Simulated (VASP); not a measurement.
# Ti5Si (R32) in VASP: notebook

Runs on Ti5Si. Level: PBE. Tasks: single point.

Program: VASP 6.6.1. These are calculated values, not measurements. Logs are shortened: lines on timing, memory, paths and dates and some standing lists are left out, and cuts for length are marked.

**1. The cell of the first run**

Symmetry: R32, No. 155, trigonal system. Conventional cell: a = 4.796 Å, b = 4.796 Å, c = 13.315 Å, α = 90.00°, β = 90.00°, γ = 120.00°. Within 3.6 Å of Ti (site symmetry 3) lie 12 Ti at 2.77 to 3.53 Å and 3 Si at 2.78 Å. Within 3.6 Å of Ti (site symmetry 2) lie 12 Ti at 2.55 to 3.53 Å and 2 Si at 2.66 Å. Si (site symmetry 32) has 12 Ti at 2.66 to 2.78 Å within 3.5 Å.

**2. Single point, PBE (strain -0.050 along x and y, +0.000 along z)**

INCAR reads:

```
SYSTEM = Ti5Si
ALGO     = Fast           ! electronic algorithm
EDIFF    = 1E-6           ! SCF threshold, eV
ENCUT    = 520            ! plane-wave cutoff, eV
GGA      = PE             ! functional
ISIF     = 2              ! what is computed and relaxed
ISMEAR   = 0              ! smearing method
LASPH    = .TRUE.         ! aspherical terms in the spheres
LCHARG   = .FALSE.        ! write CHGCAR
LREAL    = .FALSE.        ! projectors in reciprocal space
LWAVE    = .FALSE.        ! write WAVECAR
NBANDS   = 41             ! bands
NELM     = 60             ! most SCF steps
PREC     = Accurate       ! precision mode
SIGMA    = 0.15           ! smearing width, eV
```

KPOINTS reads:

```
k-points
0
G
  12 12 12
  0 0 0
```

POSCAR reads:

```
Ti5Si
1.0
    2.3980333910      1.3845052238      4.4383588902
   -2.3980333910      1.3845052238      4.4383588902
    0.0000000000     -2.7690104477      4.4383588902
Ti Si
5 1
Direct
    0.1513621527      0.1513621527      0.1513621527
    0.6045557547      0.3954442453      0.0000000000
    0.0000000000      0.6045557547      0.3954442453
    0.8486378473      0.8486378473      0.8486378473
    0.3954442453      1.0000000000      0.6045557547
    0.5000000000      0.5000000000      0.5000000000
```

Potentials or basis: VASP PAW PBE potentials, release 64 (Ti_sv, Si).

Started as:

```bash
$ cat potpaw_PBE.64/Ti_sv/POTCAR potpaw_PBE.64/Si/POTCAR > POTCAR
$ mpirun -np 1 vasp_std > vasp.out
```

OUTCAR:

```text
SYSTEM = Ti5Si
   EDIFF = 1E-6
   ENCUT = 520
   GGA = PE
   ISIF = 2
   ISMEAR = 0
   LASPH = .TRUE.
   LREAL = .FALSE.
   NELM = 60
   PREC = Accurate

 ion  position               nearest neighbor table
   1  0.151  0.151  0.151-   2 2.77   3 2.77   5 2.77   6 2.78   6 2.78   6 2.78   4 2.80   4 2.80
                             4 2.80   2 2.84   3 2.84   5 2.84
   2  0.605  0.395  0.000-   5 2.55   3 2.55   3 2.55   5 2.55   6 2.66   6 2.66   4 2.77   1 2.77
                             4 2.84   1 2.84
   3  0.000  0.605  0.395-   5 2.55   5 2.55   2 2.55   2 2.55   6 2.66   6 2.66   1 2.77   4 2.77
                             1 2.84   4 2.84
   4  0.849  0.849  0.849-   2 2.77   5 2.77   3 2.77   6 2.78   6 2.78   6 2.78   1 2.80   1 2.80
                             1 2.80   2 2.84   5 2.84   3 2.84
   5  0.395  0.000  0.605-   3 2.55   3 2.55   2 2.55   2 2.55   6 2.66   6 2.66   4 2.77   1 2.77
                             4 2.84   1 2.84
   6  0.500  0.500  0.500-   3 2.66   5 2.66   5 2.66   3 2.66   2 2.66   2 2.66   4 2.78   1 2.78
                             1 2.78   4 2.78   1 2.78   4 2.78

  LATTYP: Found a trigonal (rhomboedric) cell.
 ALAT       =     5.2312951071
 COS(alpha) =     0.5797361762

  Lattice vectors:

 A1 = (   2.3980333910,   1.3845052238,   4.4383588902)
 A2 = (  -2.3980333910,   1.3845052238,   4.4383588902)
 A3 = (   0.0000000000,  -2.7690104477,   4.4383588902)

Analysis of symmetry for initial positions (statically):
=====================================================================
 Subroutine PRICEL returns:
 Original cell was already a primitive cell.

 Routine SETGRP: Setting up the symmetry group for a
 trigonal (rhombohedral) supercell.

 Subroutine GETGRP returns: Found  6 space group operations
 (whereof  6 operations were pure point group operations)
 out of a pool of 12 trial point group operations.

The static configuration has the point symmetry D_3 .

Analysis of symmetry for dynamics (positions and initial velocities):
=====================================================================
 Subroutine PRICEL returns:
 Original cell was already a primitive cell.

 Routine SETGRP: Setting up the symmetry group for a
 trigonal (rhombohedral) supercell.

 Subroutine GETGRP returns: Found  6 space group operations
 (whereof  6 operations were pure point group operations)
 out of a pool of 12 trial point group operations.

The dynamic configuration has the point symmetry D_3 .

 Subroutine INISYM returns: Found  6 space group operations
 (whereof  6 operations are pure point group operations),
 and found     1 'primitive' translations

----------------------------------------------------------------------------------------

                                     Primitive cell

  volume of cell :      88.4145

  direct lattice vectors                    reciprocal lattice vectors
     2.398033391  1.384505224  4.438358890     0.208504186  0.120379948  0.075102835
    -2.398033391  1.384505224  4.438358890    -0.208504186  0.120379948  0.075102835
     0.000000000 -2.769010448  4.438358890     0.000000000 -0.240759896  0.075102835

  length of vectors
     5.231295107  5.231295107  5.231295107     0.252201830  0.252201830  0.252201830

  position of ions in fractional coordinates (direct lattice)
     0.151362153  0.151362153  0.151362153
     0.604555755  0.395444245  0.000000000
     0.000000000  0.604555755  0.395444245
     0.848637847  0.848637847  0.848637847
     0.395444245  0.000000000  0.604555755
     0.500000000  0.500000000  0.500000000

  ion indices of the primitive-cell ions
   primitive index   ion index
                 1           1
                 2           2
                 3           3
                 4           4
                 5           5
                 6           6

----------------------------------------------------------------------------------------

 KPOINTS: k-points

Automatic generation of k-mesh.
 Grid dimensions read from file:
 generate k-points for:   12   12   12

 Generating k-lattice:

  Cartesian coordinates                     Fractional coordinates (reciprocal lattice)
     0.017375349  0.010031662  0.006258570     0.083333333 -0.000000000  0.000000000
    -0.017375349  0.010031662  0.006258570    -0.000000000  0.083333333  0.000000000
     0.000000000 -0.020063325  0.006258570     0.000000000  0.000000000  0.083333333

  Length of vectors
     0.021016819  0.021016819  0.021016819

  Shift w.r.t. Gamma in fractional coordinates (k-lattice)
     0.000000000  0.000000000  0.000000000

 Subroutine IBZKPT returns following result:
 ===========================================

 Found    189 irreducible k-points:

 Following reciprocal coordinates:
            Coordinates               Weight
  0.000000  0.000000  0.000000      1.000000
  0.083333 -0.000000  0.000000      6.000000
  0.166667 -0.000000  0.000000      6.000000
  0.250000  0.000000 -0.000000      6.000000
  0.333333 -0.000000 -0.000000      6.000000
  0.416667  0.000000  0.000000      6.000000
[... 16 lines left out ...]
  0.500000  0.166667 -0.000000     12.000000
 -0.416667  0.166667  0.000000     12.000000
 [... further k-points ...]
   k-points           NKPTS =    189   k-points in BZ     NKDIM =    189   number of bands    NBANDS=     41
   number of dos      NEDOS =    301   number of ions     NIONS =      6
   total plane-waves  NPLWV =  64000
   dimension x,y,z NGX =    40 NGY =   40 NGZ =   40
   dimension x,y,z NGXF=    80 NGYF=   80 NGZF=   80
   ions per type =               5   1
   NGX,Y,Z   is equivalent  to a cutoff of  12.71, 12.71, 12.71 a.u.
   NGXF,Y,Z  is equivalent  to a cutoff of  25.42, 25.42, 25.42 a.u.
 SYSTEM =  Ti5Si
   PREC   = accura    normal or accurate (medium, high low for compatibility)
   ISTART =      0    job   : 0-new  1-cont  2-samecut
   ICHARG =      2    charge: 1-file 2-atom 10-const
   ISPIN  =      1    spin polarized calculation?
   LNONCOLLINEAR =      F non collinear calculations
   LSORBIT =      F    spin-orbit coupling
   LASPH  =      T    aspherical Exc in radial PAW
   ENCUT  =  520.0 eV  38.22 Ry    6.18 a.u.   9.73  9.73  9.73*2*pi/ulx,y,z
   NELM   =     60;   NELMIN=  2; NELMDL= -5     # of ELM steps
   EDIFF  = 0.1E-05   stopping-criterion for ELM
   LREAL  =      F    real-space projection
   EDIFFG = 0.1E-04   stopping-criterion for IOM
   NSW    =      0    number of steps for IOM
   IBRION =     -1    ionic relax: 0-MD 1-quasi-New 2-CG
   NFREE  =      0    steps in history (QN), initial steepest desc. (CG)
   ISIF   =      2    stress and relaxation
   ISYM   =      2    0-nonsym 1-usesym 2-fastsym
   POTIM  = 0.5000    time-step for ionic-motion
   TEBEG  =    0.0;   TEEND  =   0.0 temperature during run
   PSTRESS=    0.0 pullay stress
   NELECT =      64.0000    total number of electrons
   NUPDOWN=      -1.0000    fix difference up-down
   EMIN   =  10.00;   EMAX   =-10.00  energy-range for DOS
   EFERMI =   0.00;   METHOD = LEGACY
   ISMEAR =     0;   SIGMA  =   0.15  broadening in eV -4-tet -1-fermi 0-gaus
   EFERMI_NEDOS =   21; number of points for ismear=-14 and -15
   IALGO  =     68    algorithm
   IMIX   =      4    mixing-type and parameters
     AMIX     =   0.40;   BMIX     =  1.00
     AMIX_MAG =   1.60;   BMIX_MAG =  1.00
  volume/ion in A,a.u.               =      14.74        99.44
  Fermi-wavevector in a.u.,A,eV,Ry     =   1.469920  2.777746 29.397624  2.160664
  Thomas-Fermi vector in A             =   2.585239
   LORBIT       =      0    0 simple, 1 ext, 2 COOP (PROOUT), +10 PAW based schemes
   GGA     = PE    functional components
   LHFCALC =     F    Hartree Fock is set to
   AEXX    =    0.0000 exact exchange contribution
   IVDW    =     0    specifies the selected vdW correction
   LEPSILON=     F    determine dielectric tensor
   LRPA    =     F    only Hartree local field effects (RPA)
 non-spin polarized calculation
 RMM-DIIS sequential band-by-band and
 Gauss-broadening in eV      SIGMA  =   0.15
  energy-cutoff  :      520.00
  volume of cell :       88.41
 maximum number of plane-waves:      2401
   NGX = 19   NGY = 19   NGZ = 19

 number of electron      63.9999997 magnetization

 Free energy of the ion-electron system (eV)
  ---------------------------------------------------
  ext. energy  EPLUGINS =         0.00000000
  ---------------------------------------------------
  free energy    TOTEN  =       -45.94084989 eV

  energy without entropy =      -45.87954688  energy(sigma->0) =      -45.91019838

 E-fermi :   9.9514     XC(G=0): -12.0850

 val. band max:        9.9503455422   @ k =  -0.4167  -0.4167   0.0833
 cond. band min:       9.9529476420   @ k =  -0.2500   0.4167   0.0833
 fundamental gap:      0.0026020998
 Fermi energy:         9.9514347430

 k-point     1 :       0.0000    0.0000    0.0000
  band No.  band energies     occupation
      1     -46.6220      2.00000
      2     -46.4835      2.00000
      3     -46.4291      2.00000
      4     -46.2032      2.00000
      5     -46.2032      2.00000
      6     -23.3393      2.00000
[... 33 lines left out ...]
     40      11.8985      0.00000
     41      12.0529      0.00000

 k-point     2 :       0.0833   -0.0000    0.0000
  band No.  band energies     occupation
      1     -46.6189      2.00000
      2     -46.4850      2.00000
      3     -46.4269      2.00000
      4     -46.2072      2.00000
      5     -46.2033      2.00000
      6     -23.3380      2.00000
[... 33 lines left out ...]
     40      11.8484      0.00000
     41      12.1191      0.00000

 k-point     3 :       0.1667   -0.0000    0.0000
  band No.  band energies     occupation
      1     -46.6099      2.00000
      2     -46.4895      2.00000
      3     -46.4202      2.00000
      4     -46.2187      2.00000
      5     -46.2037      2.00000
      6     -23.3319      2.00000
[... 875 lines left out ...]
      2     -46.5198      2.00000
      3     -46.3738      2.00000
      4     -46.2883      2.00000
      5     -46.2048      2.00000
      6     -23.2642      2.00000
[... 33 lines left out ...]
     40      11.9422      0.00000
     41      12.1899      0.00000

 k-point    24 :      -0.4167    0.1667    0.0000
  band No.  band energies     occupation
      1     -46.5540      2.00000
      2     -46.5243      2.00000
      3     -46.3631      2.00000
      4     -46.2990      2.00000
      5     -46.2050      2.00000
      6     -23.2564      2.00000
[... 33 lines left out ...]
     40      11.9544      0.00000
     41      12.1714      0.00000

 [... further k-points ...]

------------------------ aborting loop because EDIFF is reached ----------------------------------------

  FORCE on cell =-STRESS in cart. coord.  units (eV):
  Direction    XX          YY          ZZ          XY          YZ          ZX
  --------------------------------------------------------------------------------------
  -------------------------------------------------------------------------------------
  Total        9.1340998      9.1340998      5.4022572      0.0000000     -0.0000000      0.0000000
  in kB      165.5209016    165.5209016     97.8954138      0.0000000     -0.0000000      0.0000000
  external PRESSURE =     142.9790723 kB  Pullay stress =       0.0000000 kB

 VOLUME and BASIS-vectors are now :
 -----------------------------------------------------------------------------
  energy-cutoff  :      520.00
  volume of cell :       88.41
      direct lattice vectors                 reciprocal lattice vectors
     2.398033391  1.384505224  4.438358890     0.208504186  0.120379948  0.075102835
    -2.398033391  1.384505224  4.438358890    -0.208504186  0.120379948  0.075102835
     0.000000000 -2.769010448  4.438358890     0.000000000 -0.240759896  0.075102835

 POSITION                                       TOTAL-FORCE (eV/Angst)
 -----------------------------------------------------------------------------------
      0.00000     -0.00000      2.01540        -0.000000     -0.000000      0.002801
      0.50146      1.38451      4.43836         0.171445      0.000000      0.000000
     -1.44974     -0.25798      4.43836        -0.085722      0.148475     -0.000000
      0.00000     -0.00000     11.29968        -0.000000      0.000000     -0.002801
      0.94829     -1.12653      4.43836        -0.085722     -0.148475     -0.000000
      0.00000     -0.00000      6.65754        -0.000000     -0.000000     -0.000000
 -----------------------------------------------------------------------------------
    total drift:                                0.000000      0.000000     -0.000000

  FREE ENERGIE OF THE ION-ELECTRON SYSTEM (eV)
  ---------------------------------------------------
  free  energy   TOTEN  =       -45.9408498856 eV

  energy  without entropy=      -45.8795468774  energy(sigma->0) =      -45.91019838
```

Run time: 18 min. Hardware: 1 thread of Intel Xeon 6975P-C (Granite Rapids), shared host; peak memory 0.62 GiB.

What came out:

| Property | Result |
| --- | --- |
| Free energy | -45.9408 eV |
| Pressure | 14.3 GPa |
| Largest force | 0.171 eV/Å |
| Band gap on the k mesh | zero (bands 32 and 33 overlap by 0.65 eV) |

Forces in eV/Å, atoms in the order of the input:
```
Ti   0.000  0.000  0.003
Ti   0.171  0.000  0.000
Ti  -0.086  0.148  0.000
Ti   0.000  0.000 -0.003
Ti  -0.086 -0.148  0.000
Si   0.000  0.000  0.000
```

Stress tensor (GPa, compression positive):
```
16.55  0.00  0.00
 0.00 16.55  0.00
 0.00  0.00  9.79
```

Levels at points of the mesh, in eV from the Fermi level:
```
           k point  band 29  band 30  band 31  band 32  band 33  band 34  band 35  band 36
(0.00, 0.00, 0.00)    -0.91    -0.89    -0.89    -0.15    -0.15     0.04     1.13     1.13
(0.50, 0.00, 0.00)    -1.27    -0.85    -0.64     0.44     0.52     0.60     0.69     0.95
(0.50, 0.50, 0.00)    -1.51    -0.70    -0.32    -0.13    -0.09     0.46     0.87     1.14
(0.50, 0.50, 0.50)    -0.51    -0.51    -0.48    -0.46     0.25     0.25     1.03     1.47
```

Caveat: the cell differs from its parent crystal (strain -0.050 along x and y, +0.000 along z); the stress differs along the axes, from 10 to 17 GPa.

**3. Single point, PBE (strain -0.025 along x and y, -0.050 along z)**

INCAR reads:

```
SYSTEM = Ti5Si
PREC = Accurate
ENCUT = 520
EDIFF = 1E-6
ISMEAR = 0
SIGMA = 0.15
LREAL = .False.
LASPH = .True.
NELM = 100
ALGO = Fast
ISIF = 2
LWAVE = .False.
LCHARG = .False.
GGA = PE
NBANDS = 41
```

KPOINTS reads:

```
Automatic mesh
0
Gamma
  12 12 12
  0 0 0
```

POSCAR, as its differences from that of step 2:

```diff
@@ -2,5 +2,5 @@
 1.0
-    2.3980333910      1.3845052238      4.4383588902
-   -2.3980333910      1.3845052238      4.4383588902
-    0.0000000000     -2.7690104477      4.4383588902
+    2.4611395329      1.4209395718      4.2164409457
+   -2.4611395329      1.4209395718      4.2164409457
+    0.0000000000     -2.8418791437      4.2164409457
 Ti Si
```

Potentials or basis: VASP PAW PBE potentials, release 64 (Ti_sv, Si).

Started as:

```bash
$ cat potpaw_PBE.64/Ti_sv/POTCAR potpaw_PBE.64/Si/POTCAR > POTCAR
$ mpirun -np 1 vasp_std > vasp.out
```

Wall time 19 min (1 thread of Intel Xeon 6975P-C (Granite Rapids), shared host); peak memory 0.62 GiB.

It converged, with:

```
Free energy            : -45.9443 eV
Pressure               : 15.4 GPa
Largest force          : 0.311 eV/Å
Band gap on the k mesh : zero (bands 32 and 33 overlap by 0.54 eV)
```

Forces in eV/Å, atoms in the order of the input:
```
Ti   0.000  0.000 -0.311
Ti   0.144  0.000  0.000
Ti  -0.072  0.125  0.000
Ti   0.000  0.000  0.311
Ti  -0.072 -0.125  0.000
Si   0.000  0.000  0.000
```

Stress tensor (GPa, compression positive):
```
13.22  0.00  0.00
 0.00 13.22  0.00
 0.00  0.00 19.85
```

Levels at points of the mesh, in eV from the Fermi level:
| k point | band 30 | band 31 | band 32 | band 33 | band 34 | band 35 |
| --- | --- | --- | --- | --- | --- | --- |
| (0.00, 0.00, 0.00) | -0.99 | -0.76 | -0.03 | 0.00 | 0.00 | 1.14 |
| (0.50, 0.00, 0.00) | -0.84 | -0.51 | 0.34 | 0.59 | 0.66 | 0.76 |
| (0.50, 0.50, 0.00) | -0.60 | -0.40 | -0.10 | -0.09 | 0.77 | 0.82 |
| (0.50, 0.50, 0.50) | -0.63 | -0.63 | -0.06 | 0.28 | 0.28 | 0.94 |

Caveat: the cell differs from its parent crystal (strain -0.025 along x and y, -0.050 along z); the stress differs along the axes, from 13 to 20 GPa.
